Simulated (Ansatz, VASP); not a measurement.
Two plane-wave programs on HfC

Contents of INCAR:

```
SYSTEM = HfC
  PREC = Accurate
  ENCUT = 600
  EDIFF = 1E-6
  ISMEAR = 0
  SIGMA = 0.1
  LREAL = .False.
  LASPH = .True.
  NELM = 120
  ALGO = Normal
  ISIF = 2
  LWAVE = .False.
  LCHARG = .False.
  GGA = PS
  NBANDS = 14
  GGA_COMPAT = .False.
```

Contents of KPOINTS:

```
regular mesh
0
Gamma
  6 6 6
  0 0 0
```

Contents of POSCAR:

```
HfC
1.0
    0.0000000000      2.2812340139      2.2812340139
    2.2812340139      0.0000000000      2.2812340139
    2.2812340139      2.2812340139      0.0000000000
Hf C
1 1
Direct
    0.0000000000      0.0000000000      0.0000000000
    0.5000000000      0.5000000000      0.5000000000
```

Input for Ansatz:

```yaml
crystal:
  lattice:
    - [0.0, 2.2812340139, 2.2812340139]
    - [2.2812340139, 0.0, 2.2812340139]
    - [2.2812340139, 2.2812340139, 0.0]
  atoms:
    - { symbol: Hf, position: [0.0, 0.0, 0.0] }
    - { symbol: C, position: [0.5, 0.5, 0.5] }
basis:
  ecutwfc: 420
kpoints:
  mp_grid: { grid: [6, 6, 6] }
hamiltonian:
  xc: pbesol
scf:
  occupations: { method: gaussian, width: 0.1 }
output:
  forces: true
  stress: true
  eigenvalues: true
```

Alike in both runs: task single point; functional PBEsol; k mesh 6 × 6 × 6; occupations gaussian, width 0.1 eV; no spin polarisation.

```csv
,VASP,Ansatz
version,VASP 6.6.1,Ansatz 0.2.0
potentials or method,"VASP PAW PBE potentials, release 64 (Hf_pv, C), cutoff 600 eV","scalar-relativistic, plane waves, PAW"
valence electrons in the cell,14,30
```

```tsv
	VASP	Ansatz	Ansatz less VASP
gap on the k mesh at the Fermi level (eV)	none	none	-
pressure (GPa)	7.5	7.8	+0.27
```

VASP's potentials were made for PBE, not for PBEsol. A gap of «none» marks a metal or a gap that the smearing closes. VASP's potentials hold 14 valence electrons a cell and Ansatz's 30, so a difference there can come from the potentials and not from the codes.

The k mesh is coarse, so the values compare programs but aren't converged. Neither program's run includes spin-orbit coupling.
